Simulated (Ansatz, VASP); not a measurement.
Two plane-wave programs on PbS

Contents of INCAR:

```
PREC = Accurate
ENCUT = 520
EDIFF = 1E-6
ISMEAR = -1
SIGMA = 0.02
LREAL = F
LASPH = T
NELM = 100
ALGO = Normal
ISIF = 2
LWAVE = F
LCHARG = F
GGA = PE
NBANDS = 28
```

Contents of KPOINTS:

```
Automatic mesh
0
Gamma
  6 6 6
```

Contents of POSCAR:

```
PbS
1.0
    2.1298804750     -6.0086299417      0.0325945333
    2.0300255250      5.9739640583     -0.0672604167
   -0.0356610083     -0.0356610083      4.2793210000
Pb S
2 2
Direct
    0.8694370000      0.1305630000      0.7500000000
    0.1305630000      0.8694370000      0.2500000000
    0.6452030000      0.3547970000      0.7500000000
    0.3547970000      0.6452030000      0.2500000000
```

Input for Ansatz:

```yaml
crystal:
  lattice:
    - [2.129880475, -6.008629941666667, 0.03259453333333334]
    - [2.030025525, 5.973964058333333, -0.06726041666666668]
    - [-0.03566100833333334, -0.03566100833333334, 4.279321]
  atoms:
    - { symbol: Pb, position: [0.869437, 0.130563, 0.75] }
    - { symbol: Pb, position: [0.130563, 0.869437, 0.25] }
    - { symbol: S, position: [0.645203, 0.354797, 0.75] }
    - { symbol: S, position: [0.354797, 0.645203, 0.25] }
basis:
  ecutwfc: 520.0
kpoints:
  mp_grid:
    grid: [6, 6, 6]
hamiltonian:
  xc: pbe
  pseudopotentials:
    kind: paw
scf:
  occupations:
    method: fermi_dirac
    width: 0.02
output:
  stress: true
```

Alike in both runs: task single point; functional PBE; k mesh 6 × 6 × 6; occupations fermi-dirac, width 0.02 eV; no spin polarisation.

|  | VASP | Ansatz |
| --- | --- | --- |
| version | VASP 6.6.1 | Ansatz 0.2.0 |
| potentials or method | VASP PAW PBE potentials, release 64 (Pb_d, S), cutoff 520 eV | plane waves, PAW |
| valence electrons in the cell | 40 | 40 |

```tsv
	VASP	Ansatz	Ansatz less VASP
pressure (GPa)	1.0	1.1	+0.06
traceless stress, the component that is largest in VASP (GPa)	0.93	0.93	-0.001
```

The functional is the same, so the differences come from potentials, cutoffs and numerics.

Neither program's run includes spin-orbit coupling.
